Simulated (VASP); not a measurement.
# Se: single point with LDA

Crystal: Se.

```xyz
3
Lattice="3.9535 0.0000 0.0000 -1.9767 3.4238 0.0000 0.0000 0.0000 5.1205" Properties=species:S:1:pos:R:3 pbc="T T T"
Se   -0.9711    3.4238    1.7068
Se    3.4507    0.8709    3.4137
Se    1.4739    2.5529    5.1205
```

```
Program                : VASP 6.6.1
Task                   : single point
Functional             : LDA
Potentials or basis    : VASP PAW LDA potentials, release 64 (Se)
Cutoff                 : 520 eV
k mesh                 : 5 × 5 × 4
Occupations            : fermi-dirac, width 0.05 eV
Spin                   : no spin polarisation
Dipole correction      : no
Further INCAR settings : ALGO = Normal; EDIFF = 1e-06; NBANDS = 16
```

* Pressure: 0.2 GPa
* Largest force: 0.040 eV/Å
* Band gap on the k mesh: 0.77 eV (least direct gap 0.91 eV)

Forces in eV/Å, atoms in the order of the input:
```
Se   0.040  0.000  0.000
Se  -0.020  0.035  0.000
Se  -0.020 -0.035  0.000
```

Stress tensor (GPa, compression positive):
```
0.17 0.00 0.00
0.00 0.17 0.00
0.00 0.00 0.34
```

Levels at points of the mesh, in eV from the valence-band top:
| k point | band 5 | band 6 | band 7 | band 8 | band 9 | band 10 | band 11 | band 12 | band 13 | band 14 |
| --- | --- | --- | --- | --- | --- | --- | --- | --- | --- | --- |
| (0.00, 0.00, 0.00) | -3.43 | -3.43 | -1.96 | -1.96 | -0.67 | 1.35 | 1.35 | 2.02 | 6.19 | 6.19 |
| (0.00, 0.00, 0.50) | -3.17 | -3.17 | -1.50 | -1.33 | -1.33 | 0.77 | 0.77 | 0.77 | 5.28 | 6.82 |

It took 27 s on 1 thread of Intel Xeon 8259CL, with other jobs on the host, peak memory 0.16 GiB.

Caveat: an odd mesh through Γ misses points on the zone boundary, where band edges can lie.
